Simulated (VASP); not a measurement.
# WC (Qusongite) (P-6m2) in VASP: further runs

Aim: see how the results for WC (Qusongite) move with the level of theory and the settings. Levels: LDA, B3LYP, BLYP+D4, revPBE. Tasks: single point, relaxation of cell and atoms.

Program: VASP 6.6.1. These are calculated values, not measurements. Logs are shortened: lines on timing, memory, paths and dates and some standing lists are left out, and cuts for length are marked.

## (1) The cell of the first run

Symmetry: P-6m2, No. 187, hexagonal system. The conventional cell has a = 2.887 Å, b = 2.887 Å, c = 2.818 Å, α = 90.00°, β = 90.00°, γ = 120.00°. W (site symmetry -6m2) has 6 C at 2.18 Å and 8 W at 2.82 to 2.89 Å within 2.9 Å. C (site symmetry -6m2) has 6 W at 2.18 Å and 8 C at 2.82 to 2.89 Å within 2.9 Å.

## (2) Single point, LDA (volume scaled by 0.98)

INCAR reads:

```
  PREC = Accurate
  ENCUT = 520
  EDIFF = 1E-7
  ISMEAR = -1
  SIGMA = 0.05
  LREAL = F
  LASPH = T
  NELM = 100
  ALGO = Normal
  ISIF = 2
  LWAVE = F
  LCHARG = T
  LELF = T
  LVHAR = T
  NBANDS = 16
```

KPOINTS reads:

```
Automatic mesh
0
Gamma
  10 10 9
```

POSCAR reads:

```
WC
1.0
    2.8869927008      0.0000000000      0.0000000000
   -1.4434963504      2.5002090195      0.0000000000
    0.0000000000      0.0000000000      2.8175618425
W C
1 1
Direct
    0.0000000000      0.0000000000      0.0000000000
    0.6666666667      0.3333333333      0.5000000000
```

Potentials or basis: VASP PAW LDA potentials, release 64 (W_sv, C).

The run is started by

```bash
> cat potpaw_LDA.64/W_sv/POTCAR potpaw_LDA.64/C/POTCAR > POTCAR
> mpirun -np 1 vasp_std > vasp.out
```

OUTCAR:

```text
PREC = Accurate
   ENCUT = 520
   EDIFF = 1E-7
   ISMEAR = -1
   LREAL = F
   LASPH = T
   NELM = 100
   ISIF = 2

 ion  position               nearest neighbor table
   1  0.000  0.000  0.000-   2 2.18   2 2.18   2 2.18   2 2.18   2 2.18   2 2.18
   2  0.667  0.333  0.500-   1 2.18   1 2.18   1 2.18   1 2.18   1 2.18   1 2.18

  LATTYP: Found a hexagonal cell.
 ALAT       =     2.8869927008
 C/A-ratio  =     0.9759504559

  Lattice vectors:

 A1 = (   2.8869927008,   0.0000000000,   0.0000000000)
 A2 = (  -1.4434963504,   2.5002090195,   0.0000000000)
 A3 = (   0.0000000000,   0.0000000000,   2.8175618425)

Analysis of symmetry for initial positions (statically):
=====================================================================
 Subroutine PRICEL returns:
 Original cell was already a primitive cell.

 Routine SETGRP: Setting up the symmetry group for a
 hexagonal supercell.

 Subroutine GETGRP returns: Found 12 space group operations
 (whereof 12 operations were pure point group operations)
 out of a pool of 24 trial point group operations.

The static configuration has the point symmetry D_3h.

Analysis of symmetry for dynamics (positions and initial velocities):
=====================================================================
 Subroutine PRICEL returns:
 Original cell was already a primitive cell.

 Routine SETGRP: Setting up the symmetry group for a
 hexagonal supercell.

 Subroutine GETGRP returns: Found 12 space group operations
 (whereof 12 operations were pure point group operations)
 out of a pool of 24 trial point group operations.

The dynamic configuration has the point symmetry D_3h.

 Subroutine INISYM returns: Found 12 space group operations
 (whereof 12 operations are pure point group operations),
 and found     1 'primitive' translations

----------------------------------------------------------------------------------------

                                     Primitive cell

  volume of cell :      20.3374

  direct lattice vectors                    reciprocal lattice vectors
     2.886992701  0.000000000  0.000000000     0.346381201  0.199983280  0.000000000
    -1.443496350  2.500209020  0.000000000     0.000000000  0.399966560  0.000000000
     0.000000000  0.000000000  2.817561842     0.000000000  0.000000000  0.354916788

  length of vectors
     2.886992701  2.886992701  2.817561842     0.399966560  0.399966560  0.354916788

  position of ions in fractional coordinates (direct lattice)
     0.000000000  0.000000000  0.000000000
     0.666666667  0.333333333  0.500000000

  ion indices of the primitive-cell ions
   primitive index   ion index
                 1           1
                 2           2

----------------------------------------------------------------------------------------

 KPOINTS: Automatic mesh

Automatic generation of k-mesh.
 Grid dimensions read from file:
 generate k-points for:   10   10    9

 Generating k-lattice:

  Cartesian coordinates                     Fractional coordinates (reciprocal lattice)
     0.034638120  0.019998328  0.000000000     0.100000000  0.000000000  0.000000000
     0.000000000  0.039996656  0.000000000     0.000000000  0.100000000  0.000000000
     0.000000000  0.000000000  0.039435199     0.000000000  0.000000000  0.111111111

  Length of vectors
     0.039996656  0.039996656  0.039435199

  Shift w.r.t. Gamma in fractional coordinates (k-lattice)
     0.000000000  0.000000000  0.000000000

 Subroutine IBZKPT returns following result:
 ===========================================

 Found     70 irreducible k-points:

 Following reciprocal coordinates:
            Coordinates               Weight
  0.000000  0.000000  0.000000      1.000000
  0.100000  0.000000  0.000000      6.000000
  0.200000  0.000000  0.000000      6.000000
  0.300000  0.000000  0.000000      6.000000
  0.400000  0.000000  0.000000      6.000000
  0.500000  0.000000  0.000000      3.000000
[... 16 lines left out ...]
  0.300000  0.100000  0.111111     24.000000
  0.400000  0.100000  0.111111     24.000000
 [... further k-points ...]
   k-points           NKPTS =     70   k-points in BZ     NKDIM =     70   number of bands    NBANDS=     16
   number of dos      NEDOS =    301   number of ions     NIONS =      2
   total plane-waves  NPLWV =  13824
   dimension x,y,z NGX =    24 NGY =   24 NGZ =   24
   dimension x,y,z NGXF=    48 NGYF=   48 NGZF=   48
   ions per type =               1   1
   NGX,Y,Z   is equivalent  to a cutoff of  13.82, 13.82, 14.16 a.u.
   NGXF,Y,Z  is equivalent  to a cutoff of  27.64, 27.64, 28.32 a.u.
 SYSTEM =  unknown system
   PREC   = accura    normal or accurate (medium, high low for compatibility)
   ISTART =      0    job   : 0-new  1-cont  2-samecut
   ICHARG =      2    charge: 1-file 2-atom 10-const
   ISPIN  =      1    spin polarized calculation?
   LNONCOLLINEAR =      F non collinear calculations
   LSORBIT =      F    spin-orbit coupling
   LASPH  =      T    aspherical Exc in radial PAW
   ENCUT  =  520.0 eV  38.22 Ry    6.18 a.u.   5.37  5.37  5.24*2*pi/ulx,y,z
   NELM   =    100;   NELMIN=  2; NELMDL= -5     # of ELM steps
   EDIFF  = 0.1E-06   stopping-criterion for ELM
   LREAL  =      F    real-space projection
   EDIFFG = 0.1E-05   stopping-criterion for IOM
   NSW    =      0    number of steps for IOM
   IBRION =     -1    ionic relax: 0-MD 1-quasi-New 2-CG
   NFREE  =      0    steps in history (QN), initial steepest desc. (CG)
   ISIF   =      2    stress and relaxation
   ISYM   =      2    0-nonsym 1-usesym 2-fastsym
   POTIM  = 0.5000    time-step for ionic-motion
   TEBEG  =    0.0;   TEEND  =   0.0 temperature during run
   PSTRESS=    0.0 pullay stress
   NELECT =      18.0000    total number of electrons
   NUPDOWN=      -1.0000    fix difference up-down
   EMIN   =  10.00;   EMAX   =-10.00  energy-range for DOS
[... 5 lines left out ...]
     AMIX     =   0.40;   BMIX     =  1.00
     AMIX_MAG =   1.60;   BMIX_MAG =  1.00
  volume/ion in A,a.u.               =      10.17        68.62
  Fermi-wavevector in a.u.,A,eV,Ry     =   1.571812  2.970293 33.614444  2.470592
  Thomas-Fermi vector in A             =   2.673340
   LORBIT       =      0    0 simple, 1 ext, 2 COOP (PROOUT), +10 PAW based schemes
   GGA     = CA    functional components
   LHFCALC =     F    Hartree Fock is set to
   AEXX    =    0.0000 exact exchange contribution
   IVDW    =     0    specifies the selected vdW correction
   LEPSILON=     F    determine dielectric tensor
   LRPA    =     F    only Hartree local field effects (RPA)
 non-spin polarized calculation
  energy-cutoff  :      520.00
  volume of cell :       20.34
 maximum number of plane-waves:       569
 NGX is ok and might be reduce to    24
   NGX = 11   NGY = 11   NGZ = 11

 number of electron      18.0000001 magnetization

 Free energy of the ion-electron system (eV)
  ---------------------------------------------------
  ext. energy  EPLUGINS =         0.00000000
  ---------------------------------------------------
  free energy    TOTEN  =       -24.70448299 eV

  energy without entropy =      -24.70252815  energy(sigma->0) =      -24.70350557

 E-fermi :  11.2529     XC(G=0): -14.0898

 val. band max:       11.2459194793   @ k =   0.1000   0.0000   0.3333
 cond. band min:      11.3040185396   @ k =   0.4000   0.2000   0.0000
 fundamental gap:      0.0580990603
 Fermi energy:        11.2528520814

 k-point     1 :       0.0000    0.0000    0.0000
  band No.  band energies     occupation
      1     -62.2171      2.00000
      2     -26.4648      2.00000
      3     -26.3459      2.00000
      4     -26.3459      2.00000
      5      -3.1543      2.00000
      6       6.8406      2.00000
[... 8 lines left out ...]
     15      25.8832      0.00000
     16      28.2344      0.00000

 k-point     2 :       0.1000    0.0000    0.0000
  band No.  band energies     occupation
      1     -62.2108      2.00000
      2     -26.4531      2.00000
      3     -26.4359      2.00000
      4     -26.3662      2.00000
      5      -2.8845      2.00000
      6       6.8774      2.00000
[... 8 lines left out ...]
     15      25.3872      0.00000
     16      28.7884      0.00000

 k-point     3 :       0.2000    0.0000    0.0000
  band No.  band energies     occupation
      1     -62.1943      2.00000
      2     -26.6661      2.00000
      3     -26.4225      2.00000
      4     -26.4190      2.00000
      5      -2.1449      2.00000
      6       6.1786      2.00000
[... 8 lines left out ...]
     15      25.1600      0.00000
     16      29.9108      0.00000

 k-point     4 :       0.3000    0.0000    0.0000
  band No.  band energies     occupation
      1     -62.1738      2.00000
      2     -26.9406      2.00000
      3     -26.4835      2.00000
      4     -26.3845      2.00000
      5      -1.1305      2.00000
      6       5.2140      2.00000
[... 8 lines left out ...]
     15      26.1052      0.00000
     16      28.9341      0.00000

 k-point     5 :       0.4000    0.0000    0.0000
  band No.  band energies     occupation
      1     -62.1571      2.00000
      2     -27.1553      2.00000
      3     -26.5350      2.00000
      4     -26.3535      2.00000
      5      -0.1616      2.00000
      6       4.5017      2.00000
[... 8 lines left out ...]
     15      25.5383      0.00000
     16      28.6687      0.00000

 k-point     6 :       0.5000    0.0000    0.0000
  band No.  band energies     occupation
      1     -62.1508      2.00000
      2     -27.2356      2.00000
      3     -26.5546      2.00000
      4     -26.3416      2.00000
      5       0.2733      2.00000
      6       4.2272      2.00000
[... 8 lines left out ...]
     15      24.3652      0.00000
     16      29.6177      0.00000
[... 267 lines left out ...]
 k-point    21 :       0.1000    0.1000    0.1111
  band No.  band energies     occupation
      1     -62.1940      2.00000
      2     -26.5815      2.00000
      3     -26.5272      2.00000
      4     -26.4004      2.00000
      5      -2.1035      2.00000
      6       6.6147      2.00000
[... 8 lines left out ...]
     15      24.9150      0.00000
     16      29.1590      0.00000

 k-point    22 :       0.2000    0.1000    0.1111
  band No.  band energies     occupation
      1     -62.1756      2.00000
      2     -26.8140      2.00000
      3     -26.4924      2.00000
      4     -26.4744      2.00000
      5      -1.2677      2.00000
      6       5.7416      2.00000
[... 8 lines left out ...]
     15      25.0583      0.00000
     16      29.2713      0.00000

 k-point    23 :       0.3000    0.1000    0.1111
  band No.  band energies     occupation
      1     -62.1570      2.00000
      2     -27.0402      2.00000
      3     -26.5484      2.00000
      4     -26.4557      2.00000
      5      -0.3166      2.00000
      6       4.8801      2.00000
[... 8 lines left out ...]
     15      25.8062      0.00000
     16      28.1360      0.00000

 k-point    24 :       0.4000    0.1000    0.1111
  band No.  band energies     occupation
      1     -62.1456      2.00000
      2     -27.1766      2.00000
      3     -26.5937      2.00000
      4     -26.4329      2.00000
      5       0.3823      2.00000
      6       4.3231      2.00000
[... 8 lines left out ...]
     15      24.9455      0.00000
     16      28.9533      0.00000

 [... further k-points ...]
[... 5 lines left out ...]
  --------------------------------------------------------------------------------------
  -------------------------------------------------------------------------------------
  Total        0.1648514      0.1648514      0.0630227      0.0000000      0.0000000      0.0000000
  in kB       12.9869638     12.9869638      4.9649183      0.0000000      0.0000000      0.0000000
  external PRESSURE =      10.3129487 kB  Pullay stress =       0.0000000 kB

 VOLUME and BASIS-vectors are now :
 -----------------------------------------------------------------------------
  energy-cutoff  :      520.00
  volume of cell :       20.34
      direct lattice vectors                 reciprocal lattice vectors
     2.886992701  0.000000000  0.000000000     0.346381201  0.199983280  0.000000000
    -1.443496350  2.500209020  0.000000000     0.000000000  0.399966560  0.000000000
     0.000000000  0.000000000  2.817561842     0.000000000  0.000000000  0.354916788

 POSITION                                       TOTAL-FORCE (eV/Angst)
 -----------------------------------------------------------------------------------
      0.00000      0.00000      0.00000         0.000000      0.000000      0.000000
      1.44350      0.83340      1.40878        -0.000000      0.000000      0.000000
 -----------------------------------------------------------------------------------
    total drift:                                0.000000     -0.000000      0.000000

  FREE ENERGIE OF THE ION-ELECTRON SYSTEM (eV)
  ---------------------------------------------------
  free  energy   TOTEN  =       -24.7044829905 eV

  energy  without entropy=      -24.7025281518  energy(sigma->0) =      -24.70350557
```

Wall time 30 s (1 thread of Intel Xeon 8259CL, shared host); peak memory 0.15 GiB.

What came out:

```yaml
Free_energy: -24.7045 eV
Pressure: 1.0 GPa
Band_gap_on_the_k_mesh: zero (band 9 reaches 11.94 eV, above the bottom of band 10 at 10.68 eV)
```

Levels at points of the mesh, in eV from the Fermi level:
```tsv
k point	band 7	band 8	band 9	band 10	band 11	band 12
(0.00, 0.00, 0.00)	-3.39	-3.39	0.15	3.30	3.30	5.74
(0.50, 0.00, 0.00)	-3.69	-3.64	-0.42	2.38	4.65	5.03
```

Caveat: the cell differs from its parent crystal (volume scaled by 0.98); spin-orbit coupling is left out, which moves the levels of the heavy elements.

## (3) Single point, B3LYP

This run uses another cell than the first one, of 10.61 Å³/atom, 1.043 times its volume.

POSCAR reads:

```
WC
1.0
    2.9359703833      0.0000000000      0.0000000000
   -1.4679851917      2.5426249367      0.0000000000
    0.0000000000      0.0000000000      2.8418542252
W C
1 1
Direct
    0.0000000000      0.0000000000      0.0000000000
    0.6666666667      0.3333333333      0.5000000000
```

INCAR.step1 reads:

```
SYSTEM = WC
  PREC = Accurate
  ENCUT = 520
  EDIFF = 1E-5
  ISMEAR = -1
  SIGMA = 0.05
  LREAL = .False.
  LASPH = .True.
  NELM = 100
  ALGO = Normal
  ISIF = 2
  LWAVE = .True.
  LCHARG = .False.
  NBANDS = 16
  GGA = PE
```

INCAR.step2 reads:

```
SYSTEM = WC
  PREC = Accurate
  ENCUT = 520
  EDIFF = 1E-6
  ISMEAR = -1
  SIGMA = 0.05
  LREAL = .False.
  LASPH = .True.
  NELM = 100
  ALGO = Normal
  ISIF = 2
  LWAVE = .False.
  LCHARG = .False.
  GGA = B3
  LHFCALC = .True.
  AEXX = 0.2
  AGGAX = 0.72
  AGGAC = 0.81
  ALDAC = 0.19
  PRECFOCK = Normal
  NBANDS = 16
  ISTART = 1
```

KPOINTS reads:

```
Automatic mesh
0
Gamma
  5 5 5
  0 0 0
```

Potentials or basis: VASP PAW PBE potentials, release 64 (W_sv, C).

The run is started by

```bash
> cat potpaw_PBE.64/W_sv/POTCAR potpaw_PBE.64/C/POTCAR > POTCAR
> cp INCAR.step1 INCAR
> mpirun -np 1 vasp_std > vasp.out
> cp INCAR.step2 INCAR
> mpirun -np 1 vasp_std > vasp.out
```

OUTCAR:

```text
SYSTEM = WC
   PREC = Accurate
   ENCUT = 520
   EDIFF = 1E-6
   ISMEAR = -1
   LREAL = .False.
   LASPH = .True.
   NELM = 100
   ISIF = 2
   GGA = B3
   LHFCALC = .True.
   AEXX = 0.2
   PRECFOCK = Normal
   ISTART = 1

 ion  position               nearest neighbor table
   1  0.000  0.000  0.000-   2 2.21   2 2.21   2 2.21   2 2.21   2 2.21   2 2.21
   2  0.667  0.333  0.500-   1 2.21   1 2.21   1 2.21   1 2.21   1 2.21   1 2.21

  LATTYP: Found a hexagonal cell.
 ALAT       =     2.9359703833
 C/A-ratio  =     0.9679437645
[... 472 lines left out ...]

  FORCE on cell =-STRESS in cart. coord.  units (eV):
  Direction    XX          YY          ZZ          XY          YZ          ZX
  --------------------------------------------------------------------------------------
  -------------------------------------------------------------------------------------
  Total        0.1817183      0.1817183      0.2333849     -0.0000000      0.0000000      0.0000000
  in kB       13.7237737     13.7237737     17.6257514     -0.0000000      0.0000000      0.0000000
  external PRESSURE =      15.0244329 kB  Pullay stress =       0.0000000 kB

 VOLUME and BASIS-vectors are now :
 -----------------------------------------------------------------------------
  energy-cutoff  :      520.00
  volume of cell :       21.21
      direct lattice vectors                 reciprocal lattice vectors
     2.935970383  0.000000000  0.000000000     0.340602891  0.196647171  0.000000000
    -1.467985192  2.542624937  0.000000000     0.000000000  0.393294341  0.000000000
     0.000000000  0.000000000  2.841854225     0.000000000  0.000000000  0.351882933

 POSITION                                       TOTAL-FORCE (eV/Angst)
 -----------------------------------------------------------------------------------
      0.00000      0.00000      0.00000         0.000000     -0.000000      0.000000
      1.46799      0.84754      1.42093        -0.000000      0.000000      0.000000
 -----------------------------------------------------------------------------------
    total drift:                               -0.000003     -0.000006     -0.000000

  FREE ENERGIE OF THE ION-ELECTRON SYSTEM (eV)
  ---------------------------------------------------
  free  energy   TOTEN  =       -24.5041507544 eV

  energy  without entropy=      -24.5041496729  energy(sigma->0) =      -24.50415021
```

Run time: 9.7 min. Hardware: 1 thread of AMD EPYC 7R13 (Zen 3), shared host; peak memory 0.13 GiB.

What came out:

```yaml
Free_energy: -24.5042 eV
Pressure: 1.5 GPa
Band_gap_on_the_k_mesh: zero (band 9 reaches 11.73 eV, above the bottom of band 10 at 10.24 eV)
```

Caveat: the k points lie up to 0.49 Å⁻¹ apart; the PAW data sets were made with another functional, which shifts forces and pressure a little; spin-orbit coupling is left out, which moves the levels of the heavy elements.

[end of part 1 of 2]
